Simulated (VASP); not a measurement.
# CoO (Pm-3m) in VASP: further runs

The runs below take CoO through single point, with PBE.

Program: VASP 6.6.1. These are calculated values, not measurements. Logs are shortened: lines on timing, memory, paths and dates and some standing lists are left out, and cuts for length are marked.

## (1) The cell of the first run

It takes space group Pm-3m (No. 221, cubic). Conventional cell: a = 2.616 Å, b = 2.616 Å, c = 2.616 Å, α = 90.00°, β = 90.00°, γ = 90.00°. Within 3.0 Å of Co (site symmetry m-3m) lie 8 O at 2.27 Å and 6 Co at 2.62 Å. O (site symmetry m-3m) has 8 Co at 2.27 Å and 6 O at 2.62 Å within 3.0 Å.

## (2) Single point, PBE, collinear spin, ferromagnetic start

Input file INCAR:

```
SYSTEM = CoO
PREC = Accurate
ENCUT = 520
EDIFF = 1E-7
ISMEAR = 0
SIGMA = 0.1
LREAL = .FALSE.
LASPH = .TRUE.
NELM = 150
ALGO = Normal
ISIF = 2
LWAVE = .FALSE.
LCHARG = .TRUE.
ISPIN = 2
MAGMOM = 2.74 0.52
LORBIT = 11
LMAXMIX = 4
GGA = PE
LELF = .TRUE.
LVHAR = .TRUE.
NBANDS = 18
```

Input file KPOINTS:

```
regular mesh
0
G
  16 16 16
  0 0 0
```

Input file POSCAR:

```
CoO
1.0
    2.6161540276      0.0000000000      0.0000000000
    0.0000000000      2.6161540276      0.0000000000
    0.0000000000      0.0000000000      2.6161540276
Co O
1 1
Direct
    0.0000000000      0.0000000000      0.0000000000
    0.5000000000      0.5000000000      0.5000000000
```

Potentials or basis: VASP PAW PBE potentials, release 64 (Co, O).

Command:

```sh
> cat potpaw_PBE.64/Co/POTCAR potpaw_PBE.64/O/POTCAR > POTCAR
> mpirun -np 1 vasp_std > vasp.out
```

OUTCAR:

```text
SYSTEM = CoO
   PREC = Accurate
   ENCUT = 520
   EDIFF = 1E-7
   ISMEAR = 0
   LREAL = .FALSE.
   LASPH = .TRUE.
   NELM = 150
   ISIF = 2
   ISPIN = 2
   LORBIT = 11
   GGA = PE

 ion  position               nearest neighbor table
   1  0.000  0.000  0.000-   2 2.27   2 2.27   2 2.27   2 2.27   2 2.27   2 2.27   2 2.27   2 2.27

   2  0.500  0.500  0.500-   1 2.27   1 2.27   1 2.27   1 2.27   1 2.27   1 2.27   1 2.27   1 2.27

  LATTYP: Found a simple cubic cell.
 ALAT       =     2.6161540276

  Lattice vectors:

 A1 = (   2.6161540276,   0.0000000000,   0.0000000000)
 A2 = (   0.0000000000,   2.6161540276,   0.0000000000)
 A3 = (   0.0000000000,   0.0000000000,   2.6161540276)

Analysis of symmetry for initial positions (statically):
=====================================================================
 Subroutine PRICEL returns:
 Original cell was already a primitive cell.

 Routine SETGRP: Setting up the symmetry group for a
 simple cubic supercell.

 Subroutine GETGRP returns: Found 48 space group operations
 (whereof 48 operations were pure point group operations)
 out of a pool of 48 trial point group operations.

The static configuration has the point symmetry O_h .

Analysis of symmetry for dynamics (positions and initial velocities):
=====================================================================
 Subroutine PRICEL returns:
 Original cell was already a primitive cell.

 Routine SETGRP: Setting up the symmetry group for a
 simple cubic supercell.

 Subroutine GETGRP returns: Found 48 space group operations
 (whereof 48 operations were pure point group operations)
 out of a pool of 48 trial point group operations.

The dynamic configuration has the point symmetry O_h .

Analysis of structural, dynamic, and magnetic symmetry:
=====================================================================
 Subroutine PRICEL returns:
 Original cell was already a primitive cell.

 Routine SETGRP: Setting up the symmetry group for a
 simple cubic supercell.

 Subroutine GETGRP returns: Found 48 space group operations
 (whereof 48 operations were pure point group operations)
 out of a pool of 48 trial point group operations.

The overall configuration has the point symmetry O_h .

 Subroutine INISYM returns: Found 48 space group operations
 (whereof 48 operations are pure point group operations),
 and found     1 'primitive' translations

----------------------------------------------------------------------------------------

                                     Primitive cell

  volume of cell :      17.9056

  direct lattice vectors                    reciprocal lattice vectors
     2.616154028  0.000000000  0.000000000     0.382240491  0.000000000  0.000000000
     0.000000000  2.616154028  0.000000000     0.000000000  0.382240491  0.000000000
     0.000000000  0.000000000  2.616154028     0.000000000  0.000000000  0.382240491

  length of vectors
     2.616154028  2.616154028  2.616154028     0.382240491  0.382240491  0.382240491

  position of ions in fractional coordinates (direct lattice)
     0.000000000  0.000000000  0.000000000
     0.500000000  0.500000000  0.500000000

  ion indices of the primitive-cell ions
   primitive index   ion index
                 1           1
                 2           2

----------------------------------------------------------------------------------------

 KPOINTS: regular mesh

Automatic generation of k-mesh.
 Grid dimensions read from file:
 generate k-points for:   16   16   16

 Generating k-lattice:

  Cartesian coordinates                     Fractional coordinates (reciprocal lattice)
     0.023890031  0.000000000  0.000000000     0.062500000  0.000000000  0.000000000
     0.000000000  0.023890031  0.000000000     0.000000000  0.062500000  0.000000000
     0.000000000  0.000000000  0.023890031     0.000000000  0.000000000  0.062500000

  Length of vectors
     0.023890031  0.023890031  0.023890031

  Shift w.r.t. Gamma in fractional coordinates (k-lattice)
     0.000000000  0.000000000  0.000000000

 Subroutine IBZKPT returns following result:
 ===========================================

 Found    165 irreducible k-points:

 Following reciprocal coordinates:
            Coordinates               Weight
  0.000000  0.000000  0.000000      1.000000
  0.062500  0.000000  0.000000      6.000000
  0.125000  0.000000  0.000000      6.000000
  0.187500  0.000000  0.000000      6.000000
  0.250000  0.000000  0.000000      6.000000
  0.312500  0.000000  0.000000      6.000000
[... 16 lines left out ...]
  0.437500  0.125000  0.000000     24.000000
  0.500000  0.125000  0.000000     12.000000
 [... further k-points ...]
   k-points           NKPTS =    165   k-points in BZ     NKDIM =    165   number of bands    NBANDS=     18
   number of dos      NEDOS =    301   number of ions     NIONS =      2
   total plane-waves  NPLWV =   8000
   dimension x,y,z NGX =    20 NGY =   20 NGZ =   20
   dimension x,y,z NGXF=    40 NGYF=   40 NGZF=   40
   ions per type =               1   1
   NGX,Y,Z   is equivalent  to a cutoff of  12.71, 12.71, 12.71 a.u.
   NGXF,Y,Z  is equivalent  to a cutoff of  25.42, 25.42, 25.42 a.u.
 SYSTEM =  CoO
   PREC   = accura    normal or accurate (medium, high low for compatibility)
   ISTART =      0    job   : 0-new  1-cont  2-samecut
   ICHARG =      2    charge: 1-file 2-atom 10-const
   ISPIN  =      2    spin polarized calculation?
   LNONCOLLINEAR =      F non collinear calculations
   LSORBIT =      F    spin-orbit coupling
   LASPH  =      T    aspherical Exc in radial PAW
   ENCUT  =  520.0 eV  38.22 Ry    6.18 a.u.   4.86  4.86  4.86*2*pi/ulx,y,z
   NELM   =    150;   NELMIN=  2; NELMDL= -5     # of ELM steps
   EDIFF  = 0.1E-06   stopping-criterion for ELM
   LREAL  =      F    real-space projection
   EDIFFG = 0.1E-05   stopping-criterion for IOM
   NSW    =      0    number of steps for IOM
   IBRION =     -1    ionic relax: 0-MD 1-quasi-New 2-CG
   NFREE  =      0    steps in history (QN), initial steepest desc. (CG)
   ISIF   =      2    stress and relaxation
   ISYM   =      2    0-nonsym 1-usesym 2-fastsym
   POTIM  = 0.5000    time-step for ionic-motion
   TEBEG  =    0.0;   TEEND  =   0.0 temperature during run
   PSTRESS=    0.0 pullay stress
   NELECT =      15.0000    total number of electrons
   NUPDOWN=      -1.0000    fix difference up-down
   EMIN   =  10.00;   EMAX   =-10.00  energy-range for DOS
   EFERMI =   0.00;   METHOD = LEGACY
   ISMEAR =     0;   SIGMA  =   0.10  broadening in eV -4-tet -1-fermi 0-gaus
   EFERMI_NEDOS =   21; number of points for ismear=-14 and -15
   IALGO  =     38    algorithm
   IMIX   =      4    mixing-type and parameters
     AMIX     =   0.40;   BMIX     =  1.00
     AMIX_MAG =   1.60;   BMIX_MAG =  1.00
  volume/ion in A,a.u.               =       8.95        60.42
  Fermi-wavevector in a.u.,A,eV,Ry     =   1.543270  2.916358 32.404759  2.381683
  Thomas-Fermi vector in A             =   2.648957
   LORBIT       =     11    0 simple, 1 ext, 2 COOP (PROOUT), +10 PAW based schemes
   GGA     = PE    functional components
   LHFCALC =     F    Hartree Fock is set to
   AEXX    =    0.0000 exact exchange contribution
   IVDW    =     0    specifies the selected vdW correction
   LEPSILON=     F    determine dielectric tensor
   LRPA    =     F    only Hartree local field effects (RPA)
 spin polarized calculation
 Gauss-broadening in eV      SIGMA  =   0.10
  energy-cutoff  :      520.00
  volume of cell :       17.91
 maximum number of plane-waves:       500
 NGX is ok and might be reduce to    20
   NGX =  9   NGY =  9   NGZ =  9

 number of electron      14.9999995 magnetization       3.0003827

 Free energy of the ion-electron system (eV)
  ---------------------------------------------------
  ext. energy  EPLUGINS =         0.00000000
  ---------------------------------------------------
  free energy    TOTEN  =       -12.40068071 eV

  energy without entropy =      -12.38833065  energy(sigma->0) =      -12.39450568

 E-fermi :   8.6776     XC(G=0): -12.9862

 val. band max:        8.6768247521   @ k =   0.4375   0.3125   0.0000
 cond. band min:       8.6803655461   @ k =   0.3750   0.3750   0.2500
 fundamental gap:      0.0035407940
 Fermi energy:         8.6776166488

 spin component 1

 k-point     1 :       0.0000    0.0000    0.0000
  band No.  band energies     occupation
      1     -11.6626      1.00000
      2       4.4149      1.00000
      3       4.4150      1.00000
      4       5.8794      1.00000
      5       5.8794      1.00000
      6       5.8794      1.00000
[... 10 lines left out ...]
     17      40.3592      0.00000
     18      40.3592      0.00000

 k-point     2 :       0.0625    0.0000    0.0000
  band No.  band energies     occupation
      1     -11.6226      1.00000
      2       4.3020      1.00000
      3       4.4270      1.00000
      4       5.5928      1.00000
      5       5.5928      1.00000
      6       5.7194      1.00000
[... 10 lines left out ...]
     17      39.5363      0.00000
     18      39.5363      0.00000

 k-point     3 :       0.1250    0.0000    0.0000
  band No.  band energies     occupation
      1     -11.5061      1.00000
      2       3.8263      1.00000
      3       4.4615      1.00000
      4       5.2372      1.00000
      5       5.2372      1.00000
      6       5.5917      1.00000
[... 10 lines left out ...]
     17      38.5508      0.00000
     18      38.5508      0.00000

 k-point     4 :       0.1875    0.0000    0.0000
  band No.  band energies     occupation
      1     -11.3241      1.00000
      2       3.0184      1.00000
      3       4.5136      1.00000
      4       4.9105      1.00000
      5       4.9105      1.00000
      6       5.7405      1.00000
[... 375 lines left out ...]
      4       4.3445      1.00000
      5       4.8498      1.00000
      6       6.0707      1.00000
[... 10 lines left out ...]
     17      36.4524      0.00000
     18      36.8741      0.00000

 k-point    23 :       0.4375    0.1250    0.0000
  band No.  band energies     occupation
      1     -10.3770      1.00000
      2       0.4511      1.00000
      3       3.9102      1.00000
      4       4.2555      1.00000
      5       4.8501      1.00000
      6       6.0883      1.00000
[... 10 lines left out ...]
     17      36.6286      0.00000
     18      38.6006      0.00000

 k-point    24 :       0.5000    0.1250    0.0000
  band No.  band energies     occupation
      1     -10.3230      1.00000
      2       0.3094      1.00000
      3       3.8950      1.00000
      4       4.2252      1.00000
      5       4.8521      1.00000
      6       6.0946      1.00000
[... 10 lines left out ...]
     17      36.7071      0.00000
     18      39.7044      0.00000

 [... further k-points ...]

 spin component 2

 k-point     1 :       0.0000    0.0000    0.0000
  band No.  band energies     occupation
      1     -10.9759      1.00000
      2       6.1270      1.00000
      3       6.1271      1.00000
      4       6.6794      1.00000
      5       6.6794      1.00000
      6       6.6794      1.00000
[... 10 lines left out ...]
     17      40.5203      0.00000
     18      40.5203      0.00000

 k-point     2 :       0.0625    0.0000    0.0000
  band No.  band energies     occupation
      1     -10.9340      1.00000
      2       5.7370      1.00000
      3       6.1425      1.00000
      4       6.6322      1.00000
      5       6.6322      1.00000
      6       6.7819      1.00000
[... 10 lines left out ...]
     17      39.8126      0.00000
     18      39.8127      0.00000

 k-point     3 :       0.1250    0.0000    0.0000
  band No.  band energies     occupation
      1     -10.8118      1.00000
      2       4.8761      1.00000
      3       6.1866      1.00000
      4       6.5068      1.00000
      5       6.5068      1.00000
      6       7.0196      1.00000
[... 10 lines left out ...]
     17      38.9073      0.00000
     18      38.9073      0.00000

 k-point     4 :       0.1875    0.0000    0.0000
  band No.  band energies     occupation
      1     -10.6205      1.00000
      2       3.8635      1.00000
      3       6.2534      1.00000
      4       6.3382      1.00000
      5       6.3382      1.00000
      6       7.3710      1.00000
[... 375 lines left out ...]
      4       6.0089      1.00000
      5       6.6763      1.00000
      6       8.7242      0.25483
[... 10 lines left out ...]
     17      37.0375      0.00000
     18      37.2967      0.00000

 k-point    23 :       0.4375    0.1250    0.0000
  band No.  band energies     occupation
      1      -9.6138      1.00000
      2       1.0485      1.00000
      3       5.3582      1.00000
      4       5.9478      1.00000
      5       6.6672      1.00000
      6       8.9837      0.00001
[... 10 lines left out ...]
     17      37.2431      0.00000
     18      39.0548      0.00000

 k-point    24 :       0.5000    0.1250    0.0000
  band No.  band energies     occupation
      1      -9.5557      1.00000
      2       0.8960      1.00000
      3       5.3648      1.00000
      4       5.9265      1.00000
      5       6.6646      1.00000
      6       9.0806      0.00000
[... 10 lines left out ...]
     17      37.3317      0.00000
     18      40.2308      0.00000

 [... further k-points ...]
[... 5 lines left out ...]
  --------------------------------------------------------------------------------------
  -------------------------------------------------------------------------------------
  Total       -0.0553026     -0.0553026     -0.0553026      0.0000000     -0.0000000     -0.0000000
  in kB       -4.9484198     -4.9484198     -4.9484198      0.0000000     -0.0000000     -0.0000000
  external PRESSURE =      -4.9484198 kB  Pullay stress =       0.0000000 kB

 VOLUME and BASIS-vectors are now :
 -----------------------------------------------------------------------------
  energy-cutoff  :      520.00
  volume of cell :       17.91
      direct lattice vectors                 reciprocal lattice vectors
     2.616154028  0.000000000  0.000000000     0.382240491  0.000000000  0.000000000
     0.000000000  2.616154028  0.000000000     0.000000000  0.382240491  0.000000000
     0.000000000  0.000000000  2.616154028     0.000000000  0.000000000  0.382240491

 POSITION                                       TOTAL-FORCE (eV/Angst)
 -----------------------------------------------------------------------------------
      0.00000      0.00000      0.00000         0.000000      0.000000      0.000000
      1.30808      1.30808      1.30808         0.000000      0.000000      0.000000
 -----------------------------------------------------------------------------------
    total drift:                                0.000000      0.000000      0.000000

  FREE ENERGIE OF THE ION-ELECTRON SYSTEM (eV)
  ---------------------------------------------------
  free  energy   TOTEN  =       -12.4006807137 eV

  energy  without entropy=      -12.3883306464  energy(sigma->0) =      -12.39450568

 total charge

# of ion       s       p       d       tot
------------------------------------------
    1        0.295   0.348   7.159   7.803
    2        1.581   3.347   0.000   4.928
--------------------------------------------------
tot          1.876   3.695   7.159  12.731

 magnetization (x)

# of ion       s       p       d       tot
------------------------------------------
    1       -0.000   0.003   2.498   2.501
    2        0.019   0.425   0.000   0.444
--------------------------------------------------
tot          0.019   0.428   2.498   2.945
```

Run time: 63 s. Hardware: 1 thread of AMD EPYC 9R45 (Zen 5), shared host; peak memory 0.17 GiB.

What came out:

| Quantity | Value |
| --- | --- |
| Free energy | -12.4007 eV |
| Pressure | -0.5 GPa |
| Band gap on the k mesh | zero (filled and empty bands overlap) |
| Net moment | 3.00 μB per cell |
| Site moments | Co +2.50; O +0.44 μB |
| Valence electrons inside the program's atomic spheres | Co 7.80; O 4.93 |

Caveat: a cell with one magnetic atom can't hold antiferromagnetic order, which such compounds often take; semilocal functionals often make such compounds metallic where correlation or magnetic order opens a gap, which also shifts bond lengths. With open d or f shells a metallic result of PBE can be an artefact of self-interaction; +U or a hybrid may open a gap.

## (3) Single point, PBE, collinear spin, ferromagnetic start

Input file INCAR:

```
PREC = Accurate
ENCUT = 520
EDIFF = 1E-7
ISMEAR = 0
SIGMA = 0.1
LREAL = F
LASPH = T
NELM = 150
ALGO = Normal
ISIF = 2
LWAVE = F
LCHARG = F
ISPIN = 2
MAGMOM = 3 0
LORBIT = 11
LMAXMIX = 4
GGA = PE
NBANDS = 18
```

Input file KPOINTS:

```
Automatic mesh
0
Gamma
  16 16 16
```

POSCAR is that of step 2.

Potentials or basis: VASP PAW PBE potentials, release 64 (Co, O).

Command:

```sh
> cat potpaw_PBE.64/Co/POTCAR potpaw_PBE.64/O/POTCAR > POTCAR
> mpirun -np 1 vasp_std > vasp.out
```

It took 60 s on 1 thread of AMD EPYC 9R45 (Zen 5), shared host; peak memory 0.16 GiB.

The run converged. Its results:

```yaml
Free_energy: -12.4007 eV
Pressure: -0.5 GPa
Band_gap_on_the_k_mesh: zero (filled and empty bands overlap)
Net_moment: 3.00 μB per cell
Site_moments: Co +2.50; O +0.44 μB
Valence_electrons_inside_the_program's_atomic_spheres: Co 7.80; O 4.93
```

Levels at points of the mesh, in eV from the Fermi level:
Spin up:
```tsv
k point	band 7	band 8	band 9	band 10	band 11	band 12
(0.00, 0.00, 0.00)	-2.56	-2.56	-2.56	0.69	15.46	15.46
(0.50, 0.00, 0.00)	-1.62	-0.36	-0.36	6.16	8.00	16.46
(0.50, 0.50, 0.00)	-3.12	-1.89	-1.60	5.67	11.13	11.13
(0.50, 0.50, 0.50)	-0.38	-0.38	-0.38	6.78	6.78	6.78
```
Spin down:
```tsv
k point	band 2	band 3	band 4	band 5	band 6	band 7	band 8	band 9	band 10	band 11
(0.00, 0.00, 0.00)	-2.55	-2.55	-2.00	-2.00	-2.00	0.50	0.50	0.50	1.36	15.95
(0.50, 0.00, 0.00)	-8.05	-2.91	-2.91	-2.13	0.42	0.60	1.79	1.79	6.60	8.99
(0.50, 0.50, 0.00)	-5.65	-5.65	-2.16	-1.03	-0.42	-0.21	-0.21	0.61	6.71	11.76
(0.50, 0.50, 0.50)	-6.09	-6.09	-6.09	0.65	0.65	2.09	2.09	2.09	7.11	7.11
```

Caveat: a cell with one magnetic atom can't hold antiferromagnetic order, which such compounds often take; semilocal functionals often make such compounds metallic where correlation or magnetic order opens a gap, which also shifts bond lengths. With open d or f shells a metallic result of PBE can be an artefact of self-interaction; +U or a hybrid may open a gap.
